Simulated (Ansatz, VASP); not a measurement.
## Two plane-wave programs on AlNi

INCAR

```
SYSTEM = AlNi
PREC     = Accurate       ! precision mode
ENCUT    = 520            ! plane-wave cutoff, eV
EDIFF    = 1E-6           ! SCF threshold, eV
ISMEAR   = 0              ! smearing method
SIGMA    = 0.1            ! smearing width, eV
LREAL    = .False.        ! projectors in reciprocal space
LASPH    = .True.         ! aspherical terms in the spheres
NELM     = 150            ! most SCF steps
ALGO     = Normal         ! electronic algorithm
ISIF     = 2              ! what is computed and relaxed
LWAVE    = .False.        ! write WAVECAR
LCHARG   = .True.         ! write CHGCAR
ISPIN    = 2              ! spin polarisation
MAGMOM   = 0 1            ! initial moments
LORBIT   = 11             ! projections on sites
LMAXMIX  = 4              ! l up to which the mixer works
GGA      = PS             ! functional
LELF     = .True.         ! ELF
LVHAR    = .True.       
NBANDS   = 18             ! bands
```

The input KPOINTS:

```
Automatic mesh
0
Gamma
  10 10 9
  0 0 0
```

File POSCAR:

```
AlNi
1.0
    1.9386940000     -1.9531901500      0.0000000000
    1.9386940000      1.9531901500      0.0000000000
    0.0000000000      0.0000000000      3.0994300400
Al Ni
1 1
Direct
    0.0000000000      0.0000000000      0.0000000000
    0.5000000000      0.5000000000      0.5000000000
```

Input for Ansatz:

```yaml
crystal:
  lattice:
    - [1.938694, -1.95319015, 0.0]
    - [1.938694, 1.95319015, 0.0]
    - [0.0, 0.0, 3.09943004]
  atoms:
    - { symbol: Al, position: [0.0, 0.0, 0.0] }
    - { symbol: Ni, position: [0.5, 0.5, 0.5], spin: 1.0 }
basis:
  ecutwfc: 500.0
kpoints:
  mp_grid:
    grid: [10, 10, 9]
hamiltonian:
  xc: pbesol
magnetization:
  spin_polarized: true
scf:
  convergence:
    dr2_threshold: 1.0e-10
  occupations:
    method: gaussian
    width: 0.1
```

Alike in both runs: task single point; functional PBEsol; k mesh 10 × 10 × 9; occupations gaussian, width 0.1 eV; collinear spin.

```csv
,VASP,Ansatz
version,VASP 6.6.1,Ansatz 0.2.0
potentials or method,"VASP PAW PBE potentials, release 64 (Al, Ni), cutoff 520 eV","plane waves, PAW"
valence electrons in the cell,13,21
```

|  | VASP | Ansatz | Ansatz less VASP |
| --- | --- | --- | --- |
| net moment per atom (μB) | 0.00 | 0.00 | 0.000 |

VASP's potentials were made for PBE, not for PBEsol. VASP's potentials hold 13 valence electrons a cell and Ansatz's 21, so a difference there can come from the potentials and not from the codes. Ansatz's warnings: seeded moment not kept.
